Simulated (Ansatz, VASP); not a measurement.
## ZnO2 in VASP and in Ansatz

```
CELL_PARAMETERS angstrom
4.87253 0.00000 0.00000
0.00000 4.87253 0.00000
0.00000 0.00000 4.87253
ATOMIC_POSITIONS crystal
Zn 0.00000 0.50000 0.50000
Zn 0.50000 0.50000 0.00000
Zn 0.50000 0.00000 0.50000
Zn 0.00000 0.00000 0.00000
O 0.41224 0.08776 0.91224
O 0.08776 0.91224 0.41224
O 0.91224 0.41224 0.08776
O 0.58776 0.58776 0.58776
O 0.41224 0.41224 0.41224
O 0.08776 0.58776 0.91224
O 0.91224 0.08776 0.58776
O 0.58776 0.91224 0.08776
```

Alike in both runs: task single point; functional r2SCAN; k mesh 6 × 6 × 6; occupations gaussian, width 0.05 eV; no spin polarisation.

```csv
,VASP,Ansatz
version,VASP 6.6.1,Ansatz 0.2.0
potentials or method,"VASP PAW PBE potentials, release 64 (Zn, O), cutoff 520 eV","scalar-relativistic, plane waves, PAW"
valence electrons in the cell,96,96
```

Ansatz gave:

| Quantity | Value |
| --- | --- |
| gap on the k mesh at the Fermi level (eV) | 2.90 |
| least direct gap on the mesh (eV) | 3.04 |
| pressure (GPa) | 0.0 |
| rms of the force components (eV/Å) | 0.000 |

Task: Which values does VASP return?

Result: gap on the k mesh at the Fermi level (eV): 2.87; least direct gap on the mesh (eV): 3.01; pressure (GPa): 1.7; rms of the force components (eV/Å): 0.109.

VASP's potentials were made for PBE, not for r2SCAN. Atom by atom the forces differ by 0.109 eV/Å (rms over components).
